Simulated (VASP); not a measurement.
# ZnBF5 (P4/mmm) in VASP: notebook

ZnBF5 is run at these levels: PBEsol, r2SCAN+rVV10; tasks: single point, relaxation of cell and atoms.

Everything below comes from runs of VASP 6.6.1. Logs are shortened: lines on timing, memory, paths and dates and some standing lists are left out, and cuts for length are marked.

### 1 The cell of the first run

The structure is tetragonal, space group P4/mmm (No. 123). Conventional cell: a = 3.449 Å, b = 3.449 Å, c = 5.265 Å, α = 90.00°, β = 90.00°, γ = 90.00°. Within 2.8 Å of Zn (site symmetry 4/mmm) lie 10 F at 2.12 to 2.63 Å. Within 2.9 Å of B (site symmetry 4/mmm) lie 12 F at 2.22 to 2.44 Å. Within 2.9 Å of F (site symmetry 4/mmm) lie 8 F at 2.22 Å and 4 B at 2.44 Å and 2 Zn at 2.63 Å. F (site symmetry 2mm) has 2 Zn at 2.12 Å and 2 B at 2.22 Å and 8 F at 2.22 to 2.79 Å within 2.8 Å.

### 2 Single point, PBEsol

INCAR

```
ALGO = Normal ; EDIFF = 1E-6
ENCUT = 520 ; GGA = PS
ISIF = 2 ; ISMEAR = -1
LASPH = True ; LCHARG = False
LREAL = False ; LWAVE = False
NBANDS = 34 ; NELM = 100
PREC = Accurate ; SIGMA = 0.03
```

KPOINTS

```
k-points
0
Gamma
  6 6 4
```

POSCAR

```
ZnBF5
1.0
    3.4489371742      0.0000000000      0.0000000000
    0.0000000000      3.4489371742      0.0000000000
    0.0000000000      0.0000000000      5.2654705760
Zn B F
1 1 5
Direct
    0.0000000000      0.0000000000      0.5000000000
    0.5000000000      0.5000000000      0.0000000000
    0.0000000000      0.0000000000      0.0000000000
    0.5000000000      0.0000000000      0.7347243941
    0.0000000000      0.5000000000      0.7347243941
    0.5000000000      0.0000000000      0.2652756059
    0.0000000000      0.5000000000      0.2652756059
```

Potentials or basis: VASP PAW PBE potentials, release 64 (Zn, B, F).

Started as:

```sh
> cat potpaw_PBE.64/Zn/POTCAR potpaw_PBE.64/B/POTCAR potpaw_PBE.64/F/POTCAR > POTCAR
> mpirun -np 1 vasp_std > vasp.out
```

OUTCAR:

```text
EDIFF = 1E-6
   ENCUT = 520
   GGA = PS
   ISIF = 2
   ISMEAR = -1
   LASPH = True
   LREAL = False
   NELM = 100
   PREC = Accurate

 ion  position               nearest neighbor table
   1  0.000  0.000  0.500-   4 2.12   5 2.12   6 2.12   7 2.12   5 2.12   7 2.12   4 2.12   6 2.12

   2  0.500  0.500  0.000-
   3  0.000  0.000  0.000-
   4  0.500  0.000  0.735-   1 2.12   1 2.12
   5  0.000  0.500  0.735-   1 2.12   1 2.12
   6  0.500  0.000  0.265-   1 2.12   1 2.12
   7  0.000  0.500  0.265-   1 2.12   1 2.12

  LATTYP: Found a simple tetragonal cell.
 ALAT       =     3.4489371742
 C/A-ratio  =     1.5266936769

  Lattice vectors:

 A1 = (   3.4489371742,   0.0000000000,   0.0000000000)
 A2 = (   0.0000000000,   3.4489371742,   0.0000000000)
 A3 = (   0.0000000000,   0.0000000000,   5.2654705760)

Analysis of symmetry for initial positions (statically):
=====================================================================
 Subroutine PRICEL returns:
 Original cell was already a primitive cell.

 Routine SETGRP: Setting up the symmetry group for a
 simple tetragonal supercell.

 Subroutine GETGRP returns: Found 16 space group operations
 (whereof 16 operations were pure point group operations)
 out of a pool of 16 trial point group operations.

The static configuration has the point symmetry D_4h.

Analysis of symmetry for dynamics (positions and initial velocities):
=====================================================================
 Subroutine PRICEL returns:
 Original cell was already a primitive cell.

 Routine SETGRP: Setting up the symmetry group for a
 simple tetragonal supercell.

 Subroutine GETGRP returns: Found 16 space group operations
 (whereof 16 operations were pure point group operations)
 out of a pool of 16 trial point group operations.

The dynamic configuration has the point symmetry D_4h.

 Subroutine INISYM returns: Found 16 space group operations
 (whereof 16 operations are pure point group operations),
 and found     1 'primitive' translations

----------------------------------------------------------------------------------------

                                     Primitive cell

  volume of cell :      62.6337

  direct lattice vectors                    reciprocal lattice vectors
     3.448937174  0.000000000  0.000000000     0.289944394  0.000000000  0.000000000
     0.000000000  3.448937174  0.000000000     0.000000000  0.289944394  0.000000000
     0.000000000  0.000000000  5.265470576     0.000000000  0.000000000  0.189916549

  length of vectors
     3.448937174  3.448937174  5.265470576     0.289944394  0.289944394  0.189916549

  position of ions in fractional coordinates (direct lattice)
     0.000000000  0.000000000  0.500000000
     0.500000000  0.500000000  0.000000000
     0.000000000  0.000000000  0.000000000
     0.500000000  0.000000000  0.734724394
     0.000000000  0.500000000  0.734724394
     0.500000000  0.000000000  0.265275606
     0.000000000  0.500000000  0.265275606

  ion indices of the primitive-cell ions
   primitive index   ion index
                 1           1
                 2           2
                 3           3
                 4           4
                 5           5
                 6           6
                 7           7

----------------------------------------------------------------------------------------

 KPOINTS: k-points

Automatic generation of k-mesh.
 Grid dimensions read from file:
 generate k-points for:    6    6    4

 Generating k-lattice:

  Cartesian coordinates                     Fractional coordinates (reciprocal lattice)
     0.048324066  0.000000000  0.000000000     0.166666667  0.000000000  0.000000000
     0.000000000  0.048324066  0.000000000     0.000000000  0.166666667  0.000000000
     0.000000000  0.000000000  0.047479137     0.000000000  0.000000000  0.250000000

  Length of vectors
     0.048324066  0.048324066  0.047479137

  Shift w.r.t. Gamma in fractional coordinates (k-lattice)
     0.000000000  0.000000000  0.000000000

 Subroutine IBZKPT returns following result:
 ===========================================

 Found     30 irreducible k-points:

 Following reciprocal coordinates:
            Coordinates               Weight
  0.000000  0.000000  0.000000      1.000000
  0.166667  0.000000  0.000000      4.000000
  0.333333  0.000000  0.000000      4.000000
  0.500000  0.000000  0.000000      2.000000
  0.166667  0.166667  0.000000      4.000000
  0.333333  0.166667  0.000000      8.000000
[... 16 lines left out ...]
  0.333333  0.000000  0.500000      4.000000
  0.500000  0.000000  0.500000      2.000000
 [... further k-points ...]
   k-points           NKPTS =     30   k-points in BZ     NKDIM =     30   number of bands    NBANDS=     34
   number of dos      NEDOS =    301   number of ions     NIONS =      7
   total plane-waves  NPLWV =  31360
   dimension x,y,z NGX =    28 NGY =   28 NGZ =   40
   dimension x,y,z NGXF=    56 NGYF=   56 NGZF=   80
   ions per type =               1   1   5
   NGX,Y,Z   is equivalent  to a cutoff of  13.50, 13.50, 12.63 a.u.
   NGXF,Y,Z  is equivalent  to a cutoff of  26.99, 26.99, 25.26 a.u.
 SYSTEM =  unknown system
   PREC   = accura    normal or accurate (medium, high low for compatibility)
   ISTART =      0    job   : 0-new  1-cont  2-samecut
   ICHARG =      2    charge: 1-file 2-atom 10-const
   ISPIN  =      1    spin polarized calculation?
   LNONCOLLINEAR =      F non collinear calculations
   LSORBIT =      F    spin-orbit coupling
   LASPH  =      T    aspherical Exc in radial PAW
   ENCUT  =  520.0 eV  38.22 Ry    6.18 a.u.   6.41  6.41  9.79*2*pi/ulx,y,z
   NELM   =    100;   NELMIN=  2; NELMDL= -5     # of ELM steps
   EDIFF  = 0.1E-05   stopping-criterion for ELM
   LREAL  =      F    real-space projection
   EDIFFG = 0.1E-04   stopping-criterion for IOM
   NSW    =      0    number of steps for IOM
   IBRION =     -1    ionic relax: 0-MD 1-quasi-New 2-CG
   NFREE  =      0    steps in history (QN), initial steepest desc. (CG)
   ISIF   =      2    stress and relaxation
   ISYM   =      2    0-nonsym 1-usesym 2-fastsym
   POTIM  = 0.5000    time-step for ionic-motion
   TEBEG  =    0.0;   TEEND  =   0.0 temperature during run
   PSTRESS=    0.0 pullay stress
   NELECT =      50.0000    total number of electrons
   NUPDOWN=      -1.0000    fix difference up-down
   EMIN   =  10.00;   EMAX   =-10.00  energy-range for DOS
   EFERMI =   0.00;   METHOD = LEGACY
   ISMEAR =    -1;   SIGMA  =   0.03  broadening in eV -4-tet -1-fermi 0-gaus
   EFERMI_NEDOS =   21; number of points for ismear=-14 and -15
   IALGO  =     38    algorithm
   IMIX   =      4    mixing-type and parameters
     AMIX     =   0.40;   BMIX     =  1.00
     AMIX_MAG =   1.60;   BMIX_MAG =  1.00
  volume/ion in A,a.u.               =       8.95        60.38
  Fermi-wavevector in a.u.,A,eV,Ry     =   1.518666  2.869862 31.379745  2.306346
  Thomas-Fermi vector in A             =   2.627756
   LORBIT       =      0    0 simple, 1 ext, 2 COOP (PROOUT), +10 PAW based schemes
   GGA     = PS    functional components
   LHFCALC =     F    Hartree Fock is set to
   AEXX    =    0.0000 exact exchange contribution
   IVDW    =     0    specifies the selected vdW correction
   LEPSILON=     F    determine dielectric tensor
   LRPA    =     F    only Hartree local field effects (RPA)
 non-spin polarized calculation
  energy-cutoff  :      520.00
  volume of cell :       62.63
 maximum number of plane-waves:      1723
 NGX is ok and might be reduce to    28
   NGX = 13   NGY = 13   NGZ = 19

 number of electron      49.9999969 magnetization

 Free energy of the ion-electron system (eV)
  ---------------------------------------------------
  ext. energy  EPLUGINS =         0.00000000
  ---------------------------------------------------
  free energy    TOTEN  =       -23.19736337 eV

  energy without entropy =      -23.18446670  energy(sigma->0) =      -23.19091504

 E-fermi :   1.2817     XC(G=0): -11.6679

 val. band max:        1.2797250778   @ k =   0.1667   0.1667   0.0000
 cond. band min:       1.2840907369   @ k =   0.3333   0.3333   0.0000
 fundamental gap:      0.0043656592
 Fermi energy:         1.2816657891

 k-point     1 :       0.0000    0.0000    0.0000
  band No.  band energies     occupation
      1     -22.0295      2.00000
      2     -21.0524      2.00000
      3     -20.1362      2.00000
      4     -19.7037      2.00000
      5     -18.5437      2.00000
      6      -5.7807      2.00000
[... 26 lines left out ...]
     33      14.7346      0.00000
     34      14.7346      0.00000

 k-point     2 :       0.1667    0.0000    0.0000
  band No.  band energies     occupation
      1     -21.9011      2.00000
      2     -20.9642      2.00000
      3     -20.2381      2.00000
      4     -19.7958      2.00000
      5     -18.5713      2.00000
      6      -5.9278      2.00000
[... 26 lines left out ...]
     33      14.9013      0.00000
     34      15.5078      0.00000

 k-point     3 :       0.3333    0.0000    0.0000
  band No.  band energies     occupation
      1     -21.5517      2.00000
      2     -20.7230      2.00000
      3     -20.5448      2.00000
      4     -20.0467      2.00000
      5     -18.6199      2.00000
      6      -6.0031      2.00000
[... 26 lines left out ...]
     33      15.3031      0.00000
     34      16.8789      0.00000

 k-point     4 :       0.5000    0.0000    0.0000
  band No.  band energies     occupation
      1     -21.1873      2.00000
      2     -20.8931      2.00000
      3     -20.4039      2.00000
      4     -20.3716      2.00000
      5     -18.6409      2.00000
      6      -5.9302      2.00000
[... 26 lines left out ...]
     33      15.5589      0.00000
     34      17.7514      0.00000

 k-point     5 :       0.1667    0.1667    0.0000
  band No.  band energies     occupation
      1     -21.7793      2.00000
      2     -20.8854      2.00000
      3     -20.3159      2.00000
      4     -19.8721      2.00000
      5     -18.6099      2.00000
      6      -6.0396      2.00000
[... 621 lines left out ...]
 k-point    22 :       0.1667    0.0000    0.5000
  band No.  band energies     occupation
      1     -21.5597      2.00000
      2     -21.4071      2.00000
      3     -20.1278      2.00000
      4     -19.9177      2.00000
      5     -18.4675      2.00000
      6      -5.0929      2.00000
[... 26 lines left out ...]
     33      14.7569      0.00000
     34      16.6814      0.00000

 k-point    23 :       0.3333    0.0000    0.5000
  band No.  band energies     occupation
      1     -21.2273      2.00000
      2     -21.1274      2.00000
      3     -20.3831      2.00000
      4     -20.2345      2.00000
      5     -18.5301      2.00000
      6      -5.4385      2.00000
[... 26 lines left out ...]
     33      15.2546      0.00000
     34      18.0714      0.00000

 k-point    24 :       0.5000    0.0000    0.5000
  band No.  band energies     occupation
      1     -20.8752      2.00000
      2     -20.7719      2.00000
      3     -20.7271      2.00000
      4     -20.5855      2.00000
      5     -18.5550      2.00000
      6      -5.5903      2.00000
[... 26 lines left out ...]
     33      15.5690      0.00000
     34      18.5505      0.00000

 [... further k-points ...]
[... 5 lines left out ...]
  --------------------------------------------------------------------------------------
  -------------------------------------------------------------------------------------
  Total       -0.0246908     -0.0246908     -0.0311472      0.0000000     -0.0000000      0.0000000
  in kB       -0.6315943     -0.6315943     -0.7967484      0.0000000     -0.0000000      0.0000000
  external PRESSURE =      -0.6866456 kB  Pullay stress =       0.0000000 kB

 VOLUME and BASIS-vectors are now :
 -----------------------------------------------------------------------------
  energy-cutoff  :      520.00
  volume of cell :       62.63
      direct lattice vectors                 reciprocal lattice vectors
     3.448937174  0.000000000  0.000000000     0.289944394  0.000000000  0.000000000
     0.000000000  3.448937174  0.000000000     0.000000000  0.289944394  0.000000000
     0.000000000  0.000000000  5.265470576     0.000000000  0.000000000  0.189916549

 POSITION                                       TOTAL-FORCE (eV/Angst)
 -----------------------------------------------------------------------------------
      0.00000      0.00000      2.63274        -0.000000     -0.000000      0.000000
      1.72447      1.72447      0.00000        -0.000000     -0.000000      0.000000
      0.00000      0.00000      0.00000        -0.000000     -0.000000      0.000000
      1.72447      0.00000      3.86867         0.000000     -0.000000      0.037281
      0.00000      1.72447      3.86867         0.000000      0.000000      0.037281
      1.72447      0.00000      1.39680        -0.000000     -0.000000     -0.037281
      0.00000      1.72447      1.39680        -0.000000      0.000000     -0.037281
 -----------------------------------------------------------------------------------
    total drift:                                0.000000      0.000000     -0.000000

  FREE ENERGIE OF THE ION-ELECTRON SYSTEM (eV)
  ---------------------------------------------------
  free  energy   TOTEN  =       -23.1973633686 eV

  energy  without entropy=      -23.1844667036  energy(sigma->0) =      -23.19091504
```

Run time: 69 s. Hardware: 1 thread of Oxide Virtual Turin-like, shared host; peak memory 0.17 GiB.

Results:

```
Free energy            : -23.1974 eV
Pressure               : -0.1 GPa
Largest force          : 0.037 eV/Å
Band gap on the k mesh : zero (bands 25 and 26 overlap by 0.99 eV)
```

Forces on the atoms (eV/Å):
```
Zn   0.000  0.000  0.000
B    0.000  0.000  0.000
F    0.000  0.000  0.000
F    0.000  0.000  0.037
F    0.000  0.000  0.037
F    0.000  0.000 -0.037
F    0.000  0.000 -0.037
```

Levels at points of the mesh, in eV from the Fermi level:
```csv
k point,band 22,band 23,band 24,band 25,band 26,band 27,band 28,band 29
"(0.00, 0.00, 0.00)",-1.23,-1.23,-1.06,-1.06,-0.99,3.34,4.75,4.75
"(0.50, 0.00, 0.00)",-1.52,-0.80,-0.80,-0.05,0.70,3.93,4.09,4.52
"(0.50, 0.50, 0.00)",-1.02,-1.01,-1.01,-0.11,-0.08,4.58,4.58,5.00
"(0.00, 0.00, 0.50)",-1.79,-1.42,-0.31,-0.31,-0.01,2.74,4.85,4.85
"(0.50, 0.00, 0.50)",-2.54,-0.20,-0.15,0.00,0.85,4.16,4.26,4.43
"(0.50, 0.50, 0.50)",-0.97,-0.39,-0.17,-0.17,0.10,4.87,4.87,4.87
```

Caveat: the PAW data sets were made with another functional, which shifts forces and pressure a little.

### 3 Single point, r2SCAN+rVV10

This run uses another cell than the first one, of 8.91 Å³/atom.

POSCAR

```
ZnBF5
1.0
    3.4470577469      0.0000000000      0.0000000000
    0.0000000000      3.4470577469      0.0000000000
    0.0000000000      0.0000000000      5.2504357831
Zn B F
1 1 5
Direct
    0.0000000000      0.0000000000      0.5000000000
    0.5000000000      0.5000000000      0.0000000000
    0.0000000000      0.0000000000      0.0000000000
    0.5000000000      0.0000000000      0.7331415083
    0.0000000000      0.5000000000      0.7331415083
    0.5000000000      0.0000000000      0.2668584917
    0.0000000000      0.5000000000      0.2668584917
```

INCAR.step1

```
SYSTEM = ZnBF5
PREC = Accurate
ENCUT = 520
ISMEAR = -1
SIGMA = 0.03
LREAL = .FALSE.
LASPH = .TRUE.
NELM = 100
NBANDS = 34
GGA = PE
ALGO = Normal
EDIFF = 1E-4
LWAVE = .TRUE.
LCHARG = .FALSE.
```

INCAR.step2

```
SYSTEM = ZnBF5
PREC = Accurate
ENCUT = 520
EDIFF = 1E-7
ISMEAR = -1
SIGMA = 0.03
LREAL = .FALSE.
LASPH = .TRUE.
NELM = 100
ALGO = Normal
ISIF = 2
LWAVE = .FALSE.
LCHARG = .TRUE.
METAGGA = R2SCAN
LMIXTAU = .TRUE.
LUSE_VDW = .TRUE.
IVDW_NL = 2
BPARAM = 11.95
CPARAM = 0.0093
LELF = .TRUE.
LVHAR = .TRUE.
NBANDS = 34
ISTART = 1
```

KPOINTS

```
Automatic mesh
0
G
  6 6 4
  0 0 0
```

Potentials or basis: VASP PAW PBE potentials, release 64 (Zn, B, F).

Started as:

```sh
> cat potpaw_PBE.64/Zn/POTCAR potpaw_PBE.64/B/POTCAR potpaw_PBE.64/F/POTCAR > POTCAR
> cp INCAR.step1 INCAR
> mpirun -np 1 vasp_std > vasp.out
> cp INCAR.step2 INCAR
> mpirun -np 1 vasp_std > vasp.out
```

It took 5.7 min on 1 thread of Oxide Virtual Turin-like, shared host; peak memory 0.31 GiB.

The run converged. Its results:

| Property | Result |
| --- | --- |
| Free energy | -35.7292 eV |
| Pressure | 0.1 GPa |
| Largest force | 0.047 eV/Å |
| Band gap on the k mesh | zero (bands 25 and 26 overlap by 0.94 eV) |

Forces in eV/Å, atoms in the order of the input:
```
Zn   0.000  0.000  0.000
B    0.000  0.000  0.000
F    0.000  0.000  0.000
F    0.000  0.000  0.047
F    0.000  0.000  0.047
F    0.000  0.000 -0.047
F    0.000  0.000 -0.047
```

Levels at points of the mesh, in eV from the Fermi level:
```tsv
k point	band 21	band 22	band 23	band 24	band 25	band 26	band 27	band 28	band 29	band 30
(0.00, 0.00, 0.00)	-1.28	-1.28	-1.27	-1.05	-1.05	-0.95	3.90	5.34	5.34	6.75
(0.50, 0.00, 0.00)	-1.82	-1.54	-0.81	-0.81	-0.06	0.77	4.49	4.66	5.09	8.08
(0.50, 0.50, 0.00)	-1.58	-1.09	-0.99	-0.99	-0.12	-0.04	5.16	5.16	5.60	8.67
(0.00, 0.00, 0.50)	-2.09	-1.85	-1.34	-0.33	-0.33	0.04	3.29	5.45	5.45	7.49
(0.50, 0.00, 0.50)	-2.60	-2.54	-0.22	-0.15	-0.01	0.93	4.74	4.82	5.00	8.20
(0.50, 0.50, 0.50)	-1.66	-1.04	-0.36	-0.17	-0.17	0.16	5.45	5.45	5.46	8.79
```

Caveat: the PAW data sets were made with another functional, which shifts forces and pressure a little.

### 4 Single point, r2SCAN+rVV10

This run uses another cell than the first one, of 8.91 Å³/atom.

POSCAR is that of step 3.

INCAR.step1

```
SYSTEM = ZnBF5
  PREC = Accurate
  ENCUT = 520
  ISMEAR = -1
  SIGMA = 0.03
  LREAL = .FALSE.
  LASPH = .TRUE.
  NELM = 60
  NBANDS = 34
  GGA = PE
  ALGO = Normal
  EDIFF = 1E-4
  LWAVE = .TRUE.
  LCHARG = .FALSE.
```

INCAR.step2

```
SYSTEM = ZnBF5
  PREC = Accurate
  ENCUT = 520
  EDIFF = 1E-7
  ISMEAR = -1
  SIGMA = 0.03
  LREAL = .FALSE.
  LASPH = .TRUE.
  NELM = 60
  ALGO = Normal
  ISIF = 2
  LWAVE = .FALSE.
  LCHARG = .TRUE.
  METAGGA = R2SCAN
  LMIXTAU = .TRUE.
  LUSE_VDW = .TRUE.
  IVDW_NL = 2
  BPARAM = 11.95
  CPARAM = 0.0093
  LELF = .TRUE.
  LVHAR = .TRUE.
  NBANDS = 34
  ISTART = 1
```

KPOINTS

```
regular mesh
0
G
  8 8 6
  0 0 0
```

Started as:

```sh
> cat potpaw_PBE.64/Zn/POTCAR potpaw_PBE.64/B/POTCAR potpaw_PBE.64/F/POTCAR > POTCAR
> cp INCAR.step1 INCAR
> mpirun -np 1 vasp_std > vasp.out
> cp INCAR.step2 INCAR
> mpirun -np 1 vasp_std > vasp.out
```

Wall time 10 min (1 thread of Oxide Virtual Turin-like, shared host); peak memory 0.35 GiB.

The run converged. Its results:

```yaml
Free_energy: -35.7313 eV
Pressure: 0.1 GPa
Largest_force: 0.056 eV/Å
Band_gap_on_the_k_mesh: zero (bands 25 and 26 overlap by 0.94 eV)
```

Forces in eV/Å, atoms in the order of the input:
```
Zn   0.000  0.000  0.000
B    0.000  0.000  0.000
F    0.000  0.000  0.000
F    0.000  0.000  0.056
F    0.000  0.000  0.056
F    0.000  0.000 -0.056
F    0.000  0.000 -0.056
```

Stress tensor (GPa, compression positive):
```
0.11 0.00 0.00
0.00 0.11 0.00
0.00 0.00 0.03
```

Levels at points of the mesh, in eV from the Fermi level:
```
           k point  band 22  band 23  band 24  band 25  band 26  band 27  band 28  band 29
(0.00, 0.00, 0.00)    -1.28    -1.26    -1.05    -1.05    -0.94     3.91     5.34     5.34
(0.50, 0.00, 0.00)    -1.53    -0.80    -0.80    -0.06     0.78     4.50     4.67     5.10
(0.50, 0.50, 0.00)    -1.08    -0.99    -0.99    -0.11    -0.03     5.17     5.17     5.60
(0.00, 0.00, 0.50)    -1.84    -1.34    -0.33    -0.33     0.05     3.30     5.46     5.46
(0.50, 0.00, 0.50)    -2.53    -0.22    -0.14     0.00     0.94     4.75     4.83     5.00
(0.50, 0.50, 0.50)    -1.03    -0.36    -0.16    -0.16     0.16     5.46     5.46     5.46
```

Caveat: the PAW data sets were made with another functional, which shifts forces and pressure a little.

(Continued in part 2 of 2.)

The gap in the log of VASP goes by the Fermi energy; the results here count the filled bands.